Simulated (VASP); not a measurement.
Input of a VASP 6.6.1 run:

The input INCAR:

```
PREC = Accurate ; ENCUT = 520
EDIFF = 1E-7 ; ISMEAR = 0
SIGMA = 0.03 ; LREAL = F
LASPH = T ; NELM = 80
ALGO = Normal ; ISIF = 2
LWAVE = F ; LCHARG = T
LELF = T ; LVHAR = T
NBANDS = 12
```

KPOINTS

```
Automatic mesh
0
Gamma
  9 9 9
```

Contents of POSCAR:

```
Sb
1.0
    2.1456002536      1.2387628840      3.6587425366
   -2.1456002536      1.2387628840      3.6587425366
    0.0000000000     -2.4775257680      3.6587425366
Sb
2
Direct
    0.2359371474      0.2359371474      0.2359371474
    0.7640628526      0.7640628526      0.7640628526
```

Potentials or basis: VASP PAW LDA potentials, release 64 (Sb).

Command:

```console
$ cat potpaw_LDA.64/Sb/POTCAR > POTCAR
$ mpirun -np 1 vasp_std > vasp.out
```

**Question.** What does it give for the pressure?

**Answer.** 0.4 GPa.

**Question.** Estimate the largest force.

**Answer.** 0.029 eV/Å.

Stress tensor (GPa, compression positive):
```
0.42 0.00 0.00
0.00 0.42 0.00
0.00 0.00 0.29
```
